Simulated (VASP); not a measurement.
A run of VASP 6.6.1:

File INCAR:

```
ALGO = Normal
EDIFF = 1E-7
ENCUT = 520
GGA = PE
ISIF = 2
ISMEAR = -1
LASPH = T
LCHARG = F
LREAL = F
LWAVE = F
NBANDS = 46
NELM = 80
PREC = Accurate
SIGMA = 0.02
```

Contents of KPOINTS:

```
k-points
0
Gamma
  6 6 4
```

POSCAR

```
Ga4SbAs3
1.0
    6.8731269754     -2.0753309060     -0.0036953480
    6.8731269754      2.0753309060     -0.0036953480
   -1.2534601856      0.0000000000      7.0753890735
As Sb Ga
3 1 4
Direct
    0.0018117069      0.0018117069      0.0060500236
    0.4982667362      0.4982667362      0.4950825634
    0.7494513028      0.7494513028      0.2492678550
    0.2505582401      0.2505582401      0.7501540704
    0.4473644716      0.4473644716      0.8156059417
    0.9349513878      0.9349513878      0.3128841431
    0.1855352026      0.1855352026      0.0753533484
    0.6820609521      0.6820609521      0.5456020544
```

Potentials or basis: VASP PAW PBE potentials, release 64 (As, Sb, Ga_d).

Run with:

```console
$ cat potpaw_PBE.64/As/POTCAR potpaw_PBE.64/Sb/POTCAR potpaw_PBE.64/Ga_d/POTCAR > POTCAR
$ mpirun -np 1 vasp_std > vasp.out
```

Hardware: 1 thread of AMD EPYC 7R43 64-Core Processor (Zen 3), on a shared host.

How long does it take, and how much memory?

Run time: 14 min on 1 thread of AMD EPYC 7R43 64-Core Processor (Zen 3), on a shared host, peak memory 0.56 GiB. Counts: scf iterations 17, k points 47.
